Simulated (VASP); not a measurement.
**NaP2: single point with PBE**

NaP2:

```
Na P
1.0
     4.11060    0.00000    0.00000
    -2.05530    3.55989    0.00000
     0.00000    0.00000    4.38925
Na P
1 2
Cartesian
  0.0000 0.0000 0.0000
  0.0000 2.3733 2.1946
  2.0553 1.1866 2.1946
```

The cell was generated, and may not be a known phase.

```yaml
Program: VASP 6.6.1
Task: single point
Functional: PBE
Potentials_or_basis: VASP PAW PBE potentials, release 64 (Na_pv, P)
Cutoff: 520 eV
k_mesh: 15 × 15 × 10
Occupations: gaussian, width 0.1 eV
Spin: no spin polarisation
```

```json
{
  "Pressure": "0.0 GPa",
  "Band gap on the k mesh": "zero (an odd number of electrons rules out a gap without spin polarisation)"
}
```

Stress tensor (GPa, compression positive):
```
-0.07  0.00  0.00
 0.00 -0.07  0.00
 0.00  0.00  0.01
```

Levels at points of the mesh, in eV from the Fermi level:
| k point | band 5 | band 6 | band 7 | band 8 | band 9 | band 10 | band 11 | band 12 |
| --- | --- | --- | --- | --- | --- | --- | --- | --- |
| (0.00, 0.00, 0.00) | -4.81 | -3.95 | -3.95 | -3.49 | 0.58 | 0.58 | 1.16 | 2.79 |
| (0.00, 0.00, 0.50) | -5.12 | -4.67 | -3.86 | -3.86 | 0.68 | 0.68 | 2.02 | 6.26 |

Run time: 47 s on 1 thread of Intel(R) Xeon(R) 6975P-C (Granite Rapids), on a shared host, peak memory 0.27 GiB.

Caveat: an odd number of electrons without spin polarisation forces a metal; a magnetic or distorted state may lie lower.
